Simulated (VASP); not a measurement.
Here is a VASP 6.6.1 calculation.

The input INCAR:

```
  PREC = Accurate
  ENCUT = 520
  EDIFF = 1E-6
  ISMEAR = -1
  SIGMA = 0.1
  LREAL = False
  LASPH = True
  NELM = 80
  ALGO = Normal
  ISIF = 2
  LWAVE = False
  LCHARG = True
  GGA = RP
  LELF = True
  LVHAR = True
  NBANDS = 16
```

The input KPOINTS:

```
Automatic mesh
0
Gamma
  6 6 6
```

Contents of POSCAR:

```
Rb
1.0
    0.0000000000      5.3426015184      5.3426015184
    5.3426015184      0.0000000000      5.3426015184
    5.3426015184      5.3426015184      0.0000000000
Rb
2
Direct
    0.1250000000      0.1250000000      0.1250000000
    0.8750000000      0.8750000000      0.8750000000
```

Potentials or basis: VASP PAW PBE potentials, release 64 (Rb_sv).

Launch:

```console
$ cat potpaw_PBE.64/Rb_sv/POTCAR > POTCAR
$ mpirun -np 1 vasp_std > vasp.out
```

(1) What does it give for the band gap on the k mesh?

(2) Predict the pressure.

Answers

(1) zero (band 9 reaches -0.62 eV, above the bottom of band 10 at -0.72 eV).

(2) 0.0 GPa.

Caveat: the PAW data sets were made with another functional, which shifts forces and pressure a little.
